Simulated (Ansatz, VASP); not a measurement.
**Two plane-wave programs on B27P28**

```xyz
55
Lattice="-6.8223 0.0000 6.8223 -6.8223 -6.8223 0.0000 0.0000 -6.8223 6.8223" Properties=species:S:1:pos:R:3 pbc="T T T"
B    -4.5482   -2.1885    2.2741
B    -2.2721   -0.0020    2.2631
B    -6.9078   -4.5482    2.2741
B    -4.5482   -4.5482    4.6337
B    -2.2747   -2.2747    4.5476
B    -6.8217   -6.8217    4.5476
B    -4.5372   -6.8243    6.8203
B    -9.0944  -11.3815    6.8203
B    -6.8217   -9.0970    6.8229
B    -6.8824   -2.2139    4.6083
B    -4.5592   -0.0020    4.5502
B    -9.0944   -4.5372    4.5502
B    -6.8243   -4.5372    6.8203
B   -11.3815   -9.0944    6.8203
B    -9.0970   -6.8217    6.8229
B    -6.8243   -6.8243    9.1074
B    -4.5482   -4.5482    9.0964
B    -9.0944   -9.0944    9.1074
B    -2.2139   -2.2139   -0.0602
B    -6.8824   -6.8824   -0.0602
B    -4.5482   -4.5482   -0.0855
B    -2.1885   -4.5482    2.2741
B    -0.0020   -2.2721    2.2631
B    -4.5482   -6.9078    2.2741
B    -2.2139   -6.8824    4.6083
B    -0.0020   -4.5592    4.5502
B    -4.5372   -9.0944    4.5502
P    -3.3282   -3.3282    1.0541
P    -1.1370   -1.1370    1.1443
P    -5.7682   -5.7682    1.0541
P    -3.3282   -5.7682    3.4941
P    -1.1201   -3.4093    3.4130
P    -5.6871   -7.9763    3.4130
P    -3.4184   -7.9593    5.6852
P    -1.1370   -5.6780    5.6852
P    -5.6871  -10.2316    5.6682
P    -5.7682   -3.3282    3.4941
P    -3.4093   -1.1201    3.4130
P    -7.9763   -5.6871    3.4130
P    -5.6871   -5.6871    5.7022
P    -3.4093   -3.4093    5.7022
P    -7.9593   -7.9593    5.6852
P    -5.6871   -7.9423    7.9575
P    -3.4122   -5.6842    7.9604
P    -7.9763  -10.2316    7.9575
P    -7.9593   -3.4184    5.6852
P    -5.6780   -1.1370    5.6852
P   -10.2316   -5.6871    5.6682
P    -7.9423   -5.6871    7.9575
P    -5.6842   -3.4122    7.9604
P   -10.2316   -7.9763    7.9575
P    -7.9593   -7.9593   10.2262
P    -5.6842   -5.6842   10.2324
P   -10.2345  -10.2345   10.2324
P    -4.5482   -4.5482    2.2741
```

Alike in both runs: functional PBE; k mesh 1 × 1 × 1; occupations gaussian, width 0.01 eV; collinear spin.

Ansatz relaxed the structure, and its values are those at the end. VASP's run is a single point on that final structure, the one shown.

|  | VASP | Ansatz |
| --- | --- | --- |
| version | VASP 6.6.1 | Ansatz 0.2.0 |
| potentials or method | VASP PAW PBE potentials, release 64 (B, P), cutoff 520 eV | scalar-relativistic, plane waves, PAW |
| valence electrons in the cell | 221 | 221 |

```csv
,VASP,Ansatz,Ansatz less VASP
gap on the k mesh at the Fermi level (eV),0.23,0.23,-0.003
least direct gap on the mesh (eV),0.23,0.23,-0.003
rms of the force components (eV/Å),0.008,0.004,-0.0046
net moment per atom (μB),0.05,0.05,0.000
size of the moment on the site where the two differ most (μB),0.26,0.23,-0.031
```

Site moments also hang on the region over which each program counts them. With one functional, cell and mesh, what is left measures potentials, basis and numerics.
